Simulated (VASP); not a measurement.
# Hf5Cl2 (P6_3/mmc) in VASP: relaxation of cell and atoms with PBE

Aim: the relaxation of cell and atoms of Hf5Cl2 with PBE.

Everything below comes from runs of VASP 6.6.1. Logs are shortened: lines on timing, memory, paths and dates and some standing lists are left out, and cuts for length are marked.

**1. The cell of the first run**

The structure is hexagonal, space group P6_3/mmc (No. 194). The conventional cell has a = 3.293 Å, b = 3.293 Å, c = 34.524 Å, α = 90.00°, β = 90.00°, γ = 120.00°. Within 3.4 Å of Hf (site symmetry 3m) lie 3 Cl at 2.61 Å and 9 Hf at 3.07 to 3.29 Å. Hf (site symmetry -6m2) has 12 Hf at 3.16 to 3.29 Å within 4.2 Å. Within 4.0 Å of Hf (site symmetry 3m) lie 12 Hf at 3.07 to 3.29 Å. Cl (site symmetry 3m) has 3 Hf at 2.61 Å and 6 Cl at 3.29 Å within 3.4 Å.

**2. Relaxation of cell and atoms, PBE**

The input, INCAR:

```
SYSTEM = Hf5Cl2
PREC = Accurate
ENCUT = 600
EDIFF = 1E-6
ISMEAR = 0
SIGMA = 0.1
LREAL = .FALSE.
LASPH = .TRUE.
NELM = 100
ALGO = Fast
ISIF = 3
LWAVE = .FALSE.
LCHARG = .FALSE.
GGA = PE
IBRION = 2
NSW = 100
EDIFFG = -0.01
```

The input, KPOINTS:

```
regular mesh
0
G
  12 12 1
  0 0 0
```

The input, POSCAR:

```
Hf5Cl2
1.0
    3.2926222051      0.0000000000      0.0000000000
   -1.6463111026      2.8514944747      0.0000000000
    0.0000000000      0.0000000000     34.5238294365
Hf Cl
10 4
Direct
    0.3333333333      0.6666666667      0.1070235189
    0.3333333333      0.6666666667      0.2500000000
    0.0000000000      0.0000000000      0.1768580239
    0.3333333333      0.6666666667      0.3929764811
    0.0000000000      0.0000000000      0.3231419761
    0.6666666667      0.3333333333      0.8929764811
    0.0000000000      0.0000000000      0.8231419761
    0.6666666667      0.3333333333      0.6070235189
    0.6666666667      0.3333333333      0.7500000000
    0.0000000000      0.0000000000      0.6768580239
    0.6666666667      0.3333333333      0.0550557052
    0.6666666667      0.3333333333      0.4449442948
    0.3333333333      0.6666666667      0.9449442948
    0.3333333333      0.6666666667      0.5550557052
```

Potentials or basis: VASP PAW PBE potentials, release 64 (Hf_pv, Cl).

Command:

```bash
$ cat potpaw_PBE.64/Hf_pv/POTCAR potpaw_PBE.64/Cl/POTCAR > POTCAR
$ mpirun -np 1 vasp_std > vasp.out
```

OUTCAR:

```text
SYSTEM = Hf5Cl2
   PREC = Accurate
   ENCUT = 600
   EDIFF = 1E-6
   ISMEAR = 0
   LREAL = .FALSE.
   LASPH = .TRUE.
   NELM = 100
   ISIF = 3
   GGA = PE
   IBRION = 2
   NSW = 100
   EDIFFG = -0.01

 ion  position               nearest neighbor table
   1  0.333  0.667  0.107-  11 2.61  11 2.61  11 2.61   3 3.07   3 3.07   3 3.07
   2  0.333  0.667  0.250-   3 3.16   5 3.16   3 3.16   5 3.16   3 3.16   5 3.16
   3  0.000  0.000  0.177-   1 3.07   1 3.07   1 3.07   2 3.16   2 3.16   2 3.16
   4  0.333  0.667  0.393-  12 2.61  12 2.61  12 2.61   5 3.07   5 3.07   5 3.07
   5  0.000  0.000  0.323-   4 3.07   4 3.07   4 3.07   2 3.16   2 3.16   2 3.16
   6  0.667  0.333  0.893-  13 2.61  13 2.61  13 2.61   7 3.07   7 3.07   7 3.07
   7  0.000  0.000  0.823-   6 3.07   6 3.07   6 3.07   9 3.16   9 3.16   9 3.16
   8  0.667  0.333  0.607-  14 2.61  14 2.61  14 2.61  10 3.07  10 3.07  10 3.07
   9  0.667  0.333  0.750-   7 3.16  10 3.16   7 3.16  10 3.16   7 3.16  10 3.16
  10  0.000  0.000  0.677-   8 3.07   8 3.07   8 3.07   9 3.16   9 3.16   9 3.16
  11  0.667  0.333  0.055-   1 2.61   1 2.61   1 2.61
  12  0.667  0.333  0.445-   4 2.61   4 2.61   4 2.61
  13  0.333  0.667  0.945-   6 2.61   6 2.61   6 2.61
  14  0.333  0.667  0.555-   8 2.61   8 2.61   8 2.61

  LATTYP: Found a hexagonal cell.
 ALAT       =     3.2926222051
 C/A-ratio  =    10.4852082280

  Lattice vectors:

 A1 = (   3.2926222051,   0.0000000000,   0.0000000000)
 A2 = (  -1.6463111026,   2.8514944747,   0.0000000000)
 A3 = (   0.0000000000,   0.0000000000,  34.5238294365)

Analysis of symmetry for initial positions (statically):
=====================================================================
 Subroutine PRICEL returns:
 Original cell was already a primitive cell.

 Routine SETGRP: Setting up the symmetry group for a
 hexagonal supercell.

 Subroutine GETGRP returns: Found 24 space group operations
 (whereof 12 operations were pure point group operations)
 out of a pool of 24 trial point group operations.

The static configuration has the point symmetry D_3d.
 The point group associated with its full space group is D_6h.

Analysis of symmetry for dynamics (positions and initial velocities):
=====================================================================
 Subroutine PRICEL returns:
 Original cell was already a primitive cell.

 Routine SETGRP: Setting up the symmetry group for a
 hexagonal supercell.

 Subroutine GETGRP returns: Found 24 space group operations
 (whereof 12 operations were pure point group operations)
 out of a pool of 24 trial point group operations.

The dynamic configuration has the point symmetry D_3d.
 The point group associated with its full space group is D_6h.

 Subroutine INISYM returns: Found 24 space group operations
 (whereof 12 operations are pure point group operations),
 and found     1 'primitive' translations

----------------------------------------------------------------------------------------

                                     Primitive cell

  volume of cell :     324.1406

  direct lattice vectors                    reciprocal lattice vectors
     3.292622205  0.000000000  0.000000000     0.303709305  0.175346649  0.000000000
    -1.646311103  2.851494475  0.000000000     0.000000000  0.350693297  0.000000000
     0.000000000  0.000000000 34.523829437     0.000000000  0.000000000  0.028965501

  length of vectors
     3.292622205  3.292622205 34.523829437     0.350693297  0.350693297  0.028965501

  position of ions in fractional coordinates (direct lattice)
     0.333333333  0.666666667  0.107023519
     0.333333333  0.666666667  0.250000000
     0.000000000  0.000000000  0.176858024
     0.333333333  0.666666667  0.392976481
     0.000000000  0.000000000  0.323141976
     0.666666667  0.333333333  0.892976481
     0.000000000  0.000000000  0.823141976
     0.666666667  0.333333333  0.607023519
     0.666666667  0.333333333  0.750000000
     0.000000000  0.000000000  0.676858024
     0.666666667  0.333333333  0.055055705
     0.666666667  0.333333333  0.444944295
     0.333333333  0.666666667  0.944944295
     0.333333333  0.666666667  0.555055705

  ion indices of the primitive-cell ions
   primitive index   ion index
                 1           1
                 2           2
                 3           3
                 4           4
                 5           5
                 6           6
                 7           7
                 8           8
                 9           9
                10          10
                11          11
                12          12
                13          13
                14          14

----------------------------------------------------------------------------------------

 KPOINTS: regular mesh

Automatic generation of k-mesh.
 Grid dimensions read from file:
 generate k-points for:   12   12    1

 Generating k-lattice:

  Cartesian coordinates                     Fractional coordinates (reciprocal lattice)
     0.025309109  0.014612221  0.000000000     0.083333333  0.000000000  0.000000000
     0.000000000  0.029224441  0.000000000     0.000000000  0.083333333  0.000000000
     0.000000000  0.000000000  0.028965501     0.000000000  0.000000000  1.000000000

  Length of vectors
     0.029224441  0.029224441  0.028965501

  Shift w.r.t. Gamma in fractional coordinates (k-lattice)
     0.000000000  0.000000000  0.000000000

 Subroutine IBZKPT returns following result:
 ===========================================

 Found     19 irreducible k-points:

 Following reciprocal coordinates:
            Coordinates               Weight
  0.000000  0.000000  0.000000      1.000000
  0.083333  0.000000  0.000000      6.000000
  0.166667 -0.000000  0.000000      6.000000
  0.250000  0.000000  0.000000      6.000000
  0.333333  0.000000  0.000000      6.000000
  0.416667  0.000000  0.000000      6.000000
[... 11 lines left out ...]
  0.333333  0.250000  0.000000     12.000000
  0.333333  0.333333  0.000000      2.000000
   k-points           NKPTS =     19   k-points in BZ     NKDIM =     19   number of bands    NBANDS=     76
   number of dos      NEDOS =    301   number of ions     NIONS =     14
   total plane-waves  NPLWV = 219520
   dimension x,y,z NGX =    28 NGY =   28 NGZ =  280
   dimension x,y,z NGXF=    56 NGYF=   56 NGZF=  560
   ions per type =              10   4
   NGX,Y,Z   is equivalent  to a cutoff of  14.14, 14.14, 13.48 a.u.
   NGXF,Y,Z  is equivalent  to a cutoff of  28.27, 28.27, 26.97 a.u.
 SYSTEM =  Hf5Cl2
   PREC   = accura    normal or accurate (medium, high low for compatibility)
   ISTART =      0    job   : 0-new  1-cont  2-samecut
   ICHARG =      2    charge: 1-file 2-atom 10-const
   ISPIN  =      1    spin polarized calculation?
   LNONCOLLINEAR =      F non collinear calculations
   LSORBIT =      F    spin-orbit coupling
   LASPH  =      T    aspherical Exc in radial PAW
   ENCUT  =  600.0 eV  44.10 Ry    6.64 a.u.   6.58  6.58 68.95*2*pi/ulx,y,z
   NELM   =    100;   NELMIN=  2; NELMDL= -5     # of ELM steps
   EDIFF  = 0.1E-05   stopping-criterion for ELM
   LREAL  =      F    real-space projection
   EDIFFG = -.1E-01   stopping-criterion for IOM
   NSW    =    100    number of steps for IOM
   IBRION =      2    ionic relax: 0-MD 1-quasi-New 2-CG
   NFREE  =      1    steps in history (QN), initial steepest desc. (CG)
   ISIF   =      3    stress and relaxation
   ISYM   =      2    0-nonsym 1-usesym 2-fastsym
   POTIM  = 0.5000    time-step for ionic-motion
   TEBEG  =    0.0;   TEEND  =   0.0 temperature during run
   PSTRESS=    0.0 pullay stress
   NELECT =     128.0000    total number of electrons
   NUPDOWN=      -1.0000    fix difference up-down
   EMIN   =  10.00;   EMAX   =-10.00  energy-range for DOS
   EFERMI =   0.00;   METHOD = LEGACY
   ISMEAR =     0;   SIGMA  =   0.10  broadening in eV -4-tet -1-fermi 0-gaus
   EFERMI_NEDOS =   21; number of points for ismear=-14 and -15
   IALGO  =     68    algorithm
   IMIX   =      4    mixing-type and parameters
     AMIX     =   0.40;   BMIX     =  1.00
     AMIX_MAG =   1.60;   BMIX_MAG =  1.00
  volume/ion in A,a.u.               =      23.15       156.24
  Fermi-wavevector in a.u.,A,eV,Ry     =   1.201066  2.269686 19.627227  1.442561
  Thomas-Fermi vector in A             =   2.336885
   LORBIT       =      0    0 simple, 1 ext, 2 COOP (PROOUT), +10 PAW based schemes
   GGA     = PE    functional components
   LHFCALC =     F    Hartree Fock is set to
   AEXX    =    0.0000 exact exchange contribution
   IVDW    =     0    specifies the selected vdW correction
   LEPSILON=     F    determine dielectric tensor
   LRPA    =     F    only Hartree local field effects (RPA)
 conjugate gradient relaxation of ions
 non-spin polarized calculation
 RMM-DIIS sequential band-by-band and
 Gauss-broadening in eV      SIGMA  =   0.10
  energy-cutoff  :      600.00
  volume of cell :      324.14
 maximum number of plane-waves:     10961
 NGX is ok and might be reduce to    28
   NGX = 13   NGY = 13   NGZ =137

--------------------------------------- Ionic step        1  -------------------------------------------

 number of electron     127.9999998 magnetization

 Free energy of the ion-electron system (eV)
  ---------------------------------------------------
  ext. energy  EPLUGINS =         0.00000000
  ---------------------------------------------------
  free energy    TOTEN  =      -116.15160274 eV

  energy without entropy =     -116.11194826  energy(sigma->0) =     -116.13177550

------------------------ aborting loop because EDIFF is reached ----------------------------------------

  FORCE on cell =-STRESS in cart. coord.  units (eV):
  Direction    XX          YY          ZZ          XY          YZ          ZX
  --------------------------------------------------------------------------------------
  -------------------------------------------------------------------------------------
  Total       -0.7854127     -0.7854127     -0.9907035      0.0000000      0.0000000      0.0000000
  in kB       -3.8821751     -3.8821751     -4.8968960      0.0000000      0.0000000      0.0000000
  external PRESSURE =      -4.2204154 kB  Pullay stress =       0.0000000 kB
[... 177 lines left out ...]
  energy  without entropy=     -116.1137305259  energy(sigma->0) =     -116.13366998

--------------------------------------- Ionic step        5  -------------------------------------------

 number of electron     128.0000001 magnetization

 Free energy of the ion-electron system (eV)
  ---------------------------------------------------
  ext. energy  EPLUGINS =         0.00000000
  ---------------------------------------------------
  free energy    TOTEN  =      -116.15364556 eV

  energy without entropy =     -116.11383084  energy(sigma->0) =     -116.13373820

 E-fermi :   4.6932     XC(G=0): -10.3487

 val. band max:        4.6843778965   @ k =   0.1667  -0.0000   0.0000
 cond. band min:       4.7411199402   @ k =   0.3333   0.2500   0.0000
 fundamental gap:      0.0567420436
 Fermi energy:         4.6931514669

 k-point     1 :       0.0000    0.0000    0.0000
  band No.  band energies     occupation
      1     -26.6935      2.00000
      2     -26.6935      2.00000
      3     -26.6790      2.00000
      4     -26.6790      2.00000
      5     -26.2847      2.00000
      6     -26.2847      2.00000
[... 1531 lines left out ...]
  FREE ENERGIE OF THE ION-ELECTRON SYSTEM (eV)
  ---------------------------------------------------
  free  energy   TOTEN  =      -116.1536455627 eV

  energy  without entropy=     -116.1138308373  energy(sigma->0) =     -116.13373820

 reached required accuracy - stopping structural energy minimisation
```

It took 65 min on 1 thread of Oxide Virtual Turin-like, shared host; peak memory 0.78 GiB.

What came out:

| Item | Value |
| --- | --- |
| Free energy | -116.1536 eV |
| Relaxed volume | 23.05 Å³/atom |
| Relaxed cell | a = 3.288 Å, b = 3.288 Å, c = 34.464 Å, α = 90.00°, β = 90.00°, γ = 120.00° |
| Space group after relaxing (to 0.1 Å) | P6_3/mmc (No. 194) |
| Energy gained by relaxing | 0.1 meV/atom |
| Ionic steps | 5 |
| Pressure after relaxing | 0.0 GPa |
| Largest force after relaxing | 0.007 eV/Å |
| Band gap on the k mesh | zero (bands 64 and 65 overlap by 1.11 eV) |

Forces in eV/Å, atoms in the order of the input:
```
Hf   0.000  0.000  0.006
Hf   0.000  0.000  0.000
Hf   0.000  0.000  0.005
Hf   0.000  0.000 -0.006
Hf   0.000  0.000 -0.005
Hf   0.000  0.000 -0.006
Hf   0.000  0.000 -0.005
Hf   0.000  0.000  0.006
Hf   0.000  0.000  0.000
Hf   0.000  0.000  0.005
Cl   0.000  0.000  0.007
Cl   0.000  0.000 -0.007
Cl   0.000  0.000 -0.007
Cl   0.000  0.000  0.007
```

Step by step:
```tsv
step	energy change (eV)	largest force (eV/Å)	pressure (GPa)	volume (Å³)
1	0.0000	0.0514	-0.42	324.14
2	0.0003	0.0489	0.48	321.29
3	-0.0020	0.0151	0.00	322.75
4	-0.0020	0.0159	0.01	322.72
5	-0.0020	0.0069	0.02	322.73
```

Final structure:
```yaml
crystal:
  lattice:
    - [3.28829, 0.00000, 0.00000]
    - [-1.64415, 2.84775, 0.00000]
    - [0.00000, 0.00000, 34.46379]
  atoms:
    - { symbol: Hf, position: [0.33333, 0.66667, 0.10705] }
    - { symbol: Hf, position: [0.33333, 0.66667, 0.25000] }
    - { symbol: Hf, position: [0.00000, 0.00000, 0.17684] }
    - { symbol: Hf, position: [0.33333, 0.66667, 0.39295] }
    - { symbol: Hf, position: [0.00000, 0.00000, 0.32316] }
    - { symbol: Hf, position: [0.66667, 0.33333, 0.89295] }
    - { symbol: Hf, position: [0.00000, 0.00000, 0.82316] }
    - { symbol: Hf, position: [0.66667, 0.33333, 0.60705] }
    - { symbol: Hf, position: [0.66667, 0.33333, 0.75000] }
    - { symbol: Hf, position: [0.00000, 0.00000, 0.67684] }
    - { symbol: Cl, position: [0.66667, 0.33333, 0.05510] }
    - { symbol: Cl, position: [0.66667, 0.33333, 0.44490] }
    - { symbol: Cl, position: [0.33333, 0.66667, 0.94490] }
    - { symbol: Cl, position: [0.33333, 0.66667, 0.55510] }
```

Levels at points of the mesh, in eV from the Fermi level:
| k point | band 62 | band 63 | band 64 | band 65 | band 66 | band 67 |
| --- | --- | --- | --- | --- | --- | --- |
| (0.00, 0.00, 0.00) | 0.75 | 0.75 | 0.75 | 0.87 | 0.87 | 0.87 |
| (0.50, 0.00, 0.00) | -0.98 | -0.94 | -0.93 | 0.57 | 0.57 | 0.67 |

Caveat: spin-orbit coupling is left out, which moves the levels of the heavy elements; this functional lacks dispersion, which binds layers or chains, so the pressure and a relaxed spacing across them are unreliable.

The gap in the log of VASP goes by the Fermi energy; the results here count the filled bands.